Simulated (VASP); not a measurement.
# NaCl (Fm-3m) in VASP: further runs

NaCl is run at these levels: PBEsol; tasks: single point, relaxation of cell and atoms.

Everything below comes from runs of VASP 6.6.1. Logs are shortened: lines on timing, memory, paths and dates and some standing lists are left out, and cuts for length are marked.

### 1 The cell of the first run

It takes space group Fm-3m (No. 225, cubic). Conventional cell: a = 5.602 Å, b = 5.602 Å, c = 5.602 Å, α = 90.00°, β = 90.00°, γ = 90.00°. Na (site symmetry m-3m) has 6 Cl at 2.80 Å within 3.7 Å. Cl (site symmetry m-3m) has 6 Na at 2.80 Å within 3.7 Å.

### 2 Single point, PBEsol

Input file INCAR:

```
SYSTEM = NaCl
ALGO     = Normal         ! electronic algorithm
EDIFF    = 1E-7           ! SCF threshold, eV
ENCUT    = 520            ! plane-wave cutoff, eV
GGA      = PS             ! functional
ISIF     = 2              ! what is computed and relaxed
ISMEAR   = 0              ! smearing method
LASPH    = .True.         ! aspherical terms in the spheres
LCHARG   = .False.        ! write CHGCAR
LREAL    = .False.        ! projectors in reciprocal space
LWAVE    = .False.        ! write WAVECAR
NBANDS   = 14             ! bands
NELM     = 60             ! most SCF steps
PREC     = Accurate       ! precision mode
SIGMA    = 0.02           ! smearing width, eV
```

Input file KPOINTS:

```
k-points
0
Gamma
  8 8 8
  0 0 0
```

Input file POSCAR:

```
NaCl
1.0
    0.0000000000      2.8009966043      2.8009966043
    2.8009966043      0.0000000000      2.8009966043
    2.8009966043      2.8009966043      0.0000000000
Na Cl
1 1
Direct
    0.0000000000      0.0000000000      0.0000000000
    0.5000000000      0.5000000000      0.5000000000
```

Potentials or basis: VASP PAW PBE potentials, release 64 (Na_pv, Cl).

Command:

```sh
cat potpaw_PBE.64/Na_pv/POTCAR potpaw_PBE.64/Cl/POTCAR > POTCAR
mpirun -np 1 vasp_std > vasp.out
```

OUTCAR:

```text
SYSTEM = NaCl
   EDIFF = 1E-7
   ENCUT = 520
   GGA = PS
   ISIF = 2
   ISMEAR = 0
   LASPH = .True.
   LREAL = .False.
   NELM = 60
   PREC = Accurate

 ion  position               nearest neighbor table
   1  0.000  0.000  0.000-
   2  0.500  0.500  0.500-

  LATTYP: Found a face centered cubic cell.
 ALAT       =     5.6019932086

  Lattice vectors:

 A1 = (   0.0000000000,   2.8009966043,   2.8009966043)
 A2 = (   2.8009966043,   0.0000000000,   2.8009966043)
 A3 = (   2.8009966043,   2.8009966043,   0.0000000000)

Analysis of symmetry for initial positions (statically):
=====================================================================
 Subroutine PRICEL returns:
 Original cell was already a primitive cell.

 Routine SETGRP: Setting up the symmetry group for a
 face centered cubic supercell.

 Subroutine GETGRP returns: Found 48 space group operations
 (whereof 48 operations were pure point group operations)
 out of a pool of 48 trial point group operations.

The static configuration has the point symmetry O_h .

Analysis of symmetry for dynamics (positions and initial velocities):
=====================================================================
 Subroutine PRICEL returns:
 Original cell was already a primitive cell.

 Routine SETGRP: Setting up the symmetry group for a
 face centered cubic supercell.

 Subroutine GETGRP returns: Found 48 space group operations
 (whereof 48 operations were pure point group operations)
 out of a pool of 48 trial point group operations.

The dynamic configuration has the point symmetry O_h .

 Subroutine INISYM returns: Found 48 space group operations
 (whereof 48 operations are pure point group operations),
 and found     1 'primitive' translations

----------------------------------------------------------------------------------------

                                     Primitive cell

  volume of cell :      43.9509

  direct lattice vectors                    reciprocal lattice vectors
     0.000000000  2.800996604  2.800996604    -0.178507892  0.178507892  0.178507892
     2.800996604  0.000000000  2.800996604     0.178507892 -0.178507892  0.178507892
     2.800996604  2.800996604  0.000000000     0.178507892  0.178507892 -0.178507892

  length of vectors
     3.961207386  3.961207386  3.961207386     0.309184739  0.309184739  0.309184739

  position of ions in fractional coordinates (direct lattice)
     0.000000000  0.000000000  0.000000000
     0.500000000  0.500000000  0.500000000

  ion indices of the primitive-cell ions
   primitive index   ion index
                 1           1
                 2           2

----------------------------------------------------------------------------------------

 KPOINTS: k-points

Automatic generation of k-mesh.
 Grid dimensions read from file:
 generate k-points for:    8    8    8

 Generating k-lattice:

  Cartesian coordinates                     Fractional coordinates (reciprocal lattice)
    -0.022313487  0.022313487  0.022313487     0.125000000  0.000000000  0.000000000
     0.022313487 -0.022313487  0.022313487     0.000000000  0.125000000  0.000000000
     0.022313487  0.022313487 -0.022313487     0.000000000  0.000000000  0.125000000

  Length of vectors
     0.038648092  0.038648092  0.038648092

  Shift w.r.t. Gamma in fractional coordinates (k-lattice)
     0.000000000  0.000000000  0.000000000

 Subroutine IBZKPT returns following result:
 ===========================================

 Found     29 irreducible k-points:

 Following reciprocal coordinates:
            Coordinates               Weight
  0.000000  0.000000  0.000000      1.000000
  0.125000  0.000000  0.000000      8.000000
  0.250000  0.000000  0.000000      8.000000
  0.375000  0.000000  0.000000      8.000000
  0.500000  0.000000  0.000000      4.000000
  0.125000  0.125000  0.000000      6.000000
[... 16 lines left out ...]
  0.500000  0.250000  0.125000     48.000000
 -0.375000  0.250000  0.125000     24.000000
 [... further k-points ...]
   k-points           NKPTS =     29   k-points in BZ     NKDIM =     29   number of bands    NBANDS=     14
   number of dos      NEDOS =    301   number of ions     NIONS =      2
   total plane-waves  NPLWV =  27000
   dimension x,y,z NGX =    30 NGY =   30 NGZ =   30
   dimension x,y,z NGXF=    60 NGYF=   60 NGZF=   60
   ions per type =               1   1
   NGX,Y,Z   is equivalent  to a cutoff of  12.59, 12.59, 12.59 a.u.
   NGXF,Y,Z  is equivalent  to a cutoff of  25.18, 25.18, 25.18 a.u.
 SYSTEM =  NaCl
   PREC   = accura    normal or accurate (medium, high low for compatibility)
   ISTART =      0    job   : 0-new  1-cont  2-samecut
   ICHARG =      2    charge: 1-file 2-atom 10-const
   ISPIN  =      1    spin polarized calculation?
   LNONCOLLINEAR =      F non collinear calculations
   LSORBIT =      F    spin-orbit coupling
   LASPH  =      T    aspherical Exc in radial PAW
   ENCUT  =  520.0 eV  38.22 Ry    6.18 a.u.   7.37  7.37  7.37*2*pi/ulx,y,z
   NELM   =     60;   NELMIN=  2; NELMDL= -5     # of ELM steps
   EDIFF  = 0.1E-06   stopping-criterion for ELM
   LREAL  =      F    real-space projection
   EDIFFG = 0.1E-05   stopping-criterion for IOM
   NSW    =      0    number of steps for IOM
   IBRION =     -1    ionic relax: 0-MD 1-quasi-New 2-CG
   NFREE  =      0    steps in history (QN), initial steepest desc. (CG)
   ISIF   =      2    stress and relaxation
   ISYM   =      2    0-nonsym 1-usesym 2-fastsym
   POTIM  = 0.5000    time-step for ionic-motion
   TEBEG  =    0.0;   TEEND  =   0.0 temperature during run
   PSTRESS=    0.0 pullay stress
   NELECT =      14.0000    total number of electrons
   NUPDOWN=      -1.0000    fix difference up-down
   EMIN   =  10.00;   EMAX   =-10.00  energy-range for DOS
   EFERMI =   0.00;   METHOD = LEGACY
   ISMEAR =     0;   SIGMA  =   0.02  broadening in eV -4-tet -1-fermi 0-gaus
   EFERMI_NEDOS =   21; number of points for ismear=-14 and -15
   IALGO  =     38    algorithm
   IMIX   =      4    mixing-type and parameters
     AMIX     =   0.40;   BMIX     =  1.00
     AMIX_MAG =   1.60;   BMIX_MAG =  1.00
  volume/ion in A,a.u.               =      21.98       148.30
  Fermi-wavevector in a.u.,A,eV,Ry     =   1.118051  2.112810 17.007799  1.250038
  Thomas-Fermi vector in A             =   2.254679
   LORBIT       =      0    0 simple, 1 ext, 2 COOP (PROOUT), +10 PAW based schemes
   GGA     = PS    functional components
   LHFCALC =     F    Hartree Fock is set to
   AEXX    =    0.0000 exact exchange contribution
   IVDW    =     0    specifies the selected vdW correction
   LEPSILON=     F    determine dielectric tensor
   LRPA    =     F    only Hartree local field effects (RPA)
 non-spin polarized calculation
 Gauss-broadening in eV      SIGMA  =   0.02
  energy-cutoff  :      520.00
  volume of cell :       43.95
 maximum number of plane-waves:      1243
 NGX is ok and might be reduce to    30
   NGX = 15   NGY = 15   NGZ = 15

 number of electron      14.0000004 magnetization

 Free energy of the ion-electron system (eV)
  ---------------------------------------------------
  ext. energy  EPLUGINS =         0.00000000
  ---------------------------------------------------
  free energy    TOTEN  =        -6.99828152 eV

  energy without entropy =       -6.99828152  energy(sigma->0) =       -6.99828152

 E-fermi :  -0.5597     XC(G=0):  -8.4230

 val. band max:       -0.6668171639   @ k =   0.0000   0.0000   0.0000
 cond. band min:       4.3401626678   @ k =   0.0000   0.0000   0.0000
 fundamental gap:      5.0069798318
 Fermi energy:        -0.5596611538

 k-point     1 :       0.0000    0.0000    0.0000
  band No.  band energies     occupation
      1     -21.2802      2.00000
      2     -21.2802      2.00000
      3     -21.2802      2.00000
      4     -13.3581      2.00000
      5      -0.6668      2.00000
      6      -0.6668      2.00000
      7      -0.6668      2.00000
      8       4.3402      0.00000
      9      10.3501      0.00000
     10      10.3501      0.00000
     11      10.3501      0.00000
     12      12.5974      0.00000
     13      12.5974      0.00000
     14      14.0049      0.00000

 k-point     2 :       0.1250    0.0000    0.0000
  band No.  band energies     occupation
      1     -21.2853      2.00000
      2     -21.2806      2.00000
      3     -21.2806      2.00000
      4     -13.3070      2.00000
      5      -1.0603      2.00000
      6      -0.7103      2.00000
      7      -0.7103      2.00000
      8       4.8530      0.00000
      9       9.7846      0.00000
     10      10.5492      0.00000
     11      10.5492      0.00000
     12      12.3322      0.00000
     13      12.3322      0.00000
     14      14.9846      0.00000

 k-point     3 :       0.2500    0.0000    0.0000
  band No.  band energies     occupation
      1     -21.2972      2.00000
      2     -21.2814      2.00000
      3     -21.2814      2.00000
      4     -13.1799      2.00000
      5      -1.8302      2.00000
      6      -0.8116      2.00000
      7      -0.8116      2.00000
      8       5.8310      0.00000
      9       9.2369      0.00000
     10      10.6587      0.00000
     11      10.6587      0.00000
     12      12.5413      0.00000
     13      12.5413      0.00000
     14      14.9585      0.00000
[... 324 lines left out ...]
 k-point    23 :       0.5000    0.2500    0.1250
  band No.  band energies     occupation
      1     -21.3048      2.00000
      2     -21.2889      2.00000
      3     -21.2842      2.00000
      4     -12.9983      2.00000
      5      -2.2915      2.00000
      6      -1.3956      2.00000
      7      -1.0477      2.00000
      8       7.4094      0.00000
      9       8.8295      0.00000
     10       9.2081      0.00000
     11      11.2191      0.00000
     12      13.0366      0.00000
     13      15.4192      0.00000
     14      15.9391      0.00000

 k-point    24 :      -0.3750    0.2500    0.1250
  band No.  band energies     occupation
      1     -21.3073      2.00000
      2     -21.2895      2.00000
      3     -21.2852      2.00000
      4     -12.9564      2.00000
      5      -2.4143      2.00000
      6      -1.4786      2.00000
      7      -1.1037      2.00000
      8       7.5306      0.00000
      9       8.8747      0.00000
     10       9.5116      0.00000
     11      11.0309      0.00000
     12      13.6602      0.00000
     13      14.9757      0.00000
     14      16.0560      0.00000

 [... further k-points ...]
[... 5 lines left out ...]
  --------------------------------------------------------------------------------------
  -------------------------------------------------------------------------------------
  Total        0.0051465      0.0051465      0.0051465     -0.0000000      0.0000000      0.0000000
  in kB        0.1876113      0.1876113      0.1876113     -0.0000000      0.0000000      0.0000000
  external PRESSURE =       0.1876113 kB  Pullay stress =       0.0000000 kB

 VOLUME and BASIS-vectors are now :
 -----------------------------------------------------------------------------
  energy-cutoff  :      520.00
  volume of cell :       43.95
      direct lattice vectors                 reciprocal lattice vectors
     0.000000000  2.800996604  2.800996604    -0.178507892  0.178507892  0.178507892
     2.800996604  0.000000000  2.800996604     0.178507892 -0.178507892  0.178507892
     2.800996604  2.800996604  0.000000000     0.178507892  0.178507892 -0.178507892

 POSITION                                       TOTAL-FORCE (eV/Angst)
 -----------------------------------------------------------------------------------
      0.00000      0.00000      0.00000        -0.000000     -0.000000     -0.000000
      2.80100      2.80100      2.80100         0.000000      0.000000      0.000000
 -----------------------------------------------------------------------------------
    total drift:                               -0.000000      0.000000      0.000000

  FREE ENERGIE OF THE ION-ELECTRON SYSTEM (eV)
  ---------------------------------------------------
  free  energy   TOTEN  =        -6.9982815248 eV

  energy  without entropy=       -6.9982815248  energy(sigma->0) =       -6.99828152
```

Run time: 16 s. Hardware: 1 thread of AMD EPYC 7R13 (Zen 3), shared host; peak memory 0.13 GiB.

Results:

- Free energy: -6.9983 eV
- Pressure: 0.0 GPa
- Band gap on the k mesh: 5.01 eV, direct

Caveat: the PAW data sets were made with another functional, which shifts forces and pressure a little.

### 3 Relaxation of cell and atoms, PBEsol

This run uses another cell than the first one, of 21.81 Å³/atom, 0.993 times its volume.

Input file INCAR:

```
SYSTEM = NaCl
PREC     = Accurate       ! precision mode
ENCUT    = 600            ! plane-wave cutoff, eV
EDIFF    = 1E-7           ! SCF threshold, eV
ISMEAR   = 0              ! smearing method
SIGMA    = 0.02           ! smearing width, eV
LREAL    = .FALSE.        ! projectors in reciprocal space
LASPH    = .TRUE.         ! aspherical terms in the spheres
NELM     = 80             ! most SCF steps
ALGO     = Normal         ! electronic algorithm
ISIF     = 3              ! what is computed and relaxed
LWAVE    = .FALSE.        ! write WAVECAR
LCHARG   = .FALSE.        ! write CHGCAR
GGA      = PS             ! functional
IBRION   = 2              ! ionic algorithm
NSW      = 100            ! ionic steps
EDIFFG   = -0.005         ! ionic threshold
```

Input file KPOINTS:

```
regular mesh
0
G
  8 8 8
  0 0 0
```

Input file POSCAR:

```
NaCl
1.0
    0.0000000000      2.7940632177      2.7940632177
    2.7940632177      0.0000000000      2.7940632177
    2.7940632177      2.7940632177      0.0000000000
Na Cl
1 1
Direct
    0.0000000000      0.0000000000      0.0000000000
    0.5000000000      0.5000000000      0.5000000000
```

Potentials or basis: VASP PAW PBE potentials, release 64 (Na_pv, Cl).

Command:

```sh
cat potpaw_PBE.64/Na_pv/POTCAR potpaw_PBE.64/Cl/POTCAR > POTCAR
mpirun -np 1 vasp_std > vasp.out
```

It took 26 s on 1 thread of AMD EPYC 7R13 (Zen 3), shared host; peak memory 0.15 GiB.

It converged, with:

```yaml
Free_energy: -6.9986 eV
Relaxed_volume: 22.02 Å³/atom
Relaxed_cell: a = 3.964 Å, b = 3.964 Å, c = 3.964 Å, α = 60.00°, β = 60.00°, γ = 60.00°
Space_group_after_relaxing_to_0.05_Å: Fm-3m (No. 225)
Energy_gained_by_relaxing: 0.1 meV/atom
Ionic_steps: 3
Pressure_after_relaxing: 0.0 GPa
Band_gap_on_the_k_mesh: 5.00 eV, direct
```

The path:
```tsv
step	energy change (eV)	largest force (eV/Å)	pressure (GPa)	volume (Å³)
1	0.0000	0.0000	0.24	43.63
2	-0.0002	0.0000	0.12	43.84
3	-0.0003	0.0000	0.00	44.04
```

Final structure:
```
Na Cl
1.0
     0.00000    2.80290    2.80290
     2.80290    0.00000    2.80290
     2.80290    2.80290    0.00000
Na Cl
1 1
Direct
  0.00000 0.00000 0.00000
  0.50000 0.50000 0.50000
```

Levels at points of the mesh, in eV from the valence-band top:
```
           k point  band 4  band 5  band 6  band 7  band 8  band 9  band 10  band 11
(0.00, 0.00, 0.00)  -12.69    0.00    0.00    0.00    5.00   11.02    11.02    11.02
(0.50, 0.00, 0.00)  -12.32   -2.03   -0.28   -0.28    7.11   10.64    10.91    10.91
(0.50, 0.50, 0.00)  -12.27   -1.75   -0.63   -0.63    7.49    7.87    11.26    14.78
```

Caveat: the PAW data sets were made with another functional, which shifts forces and pressure a little.
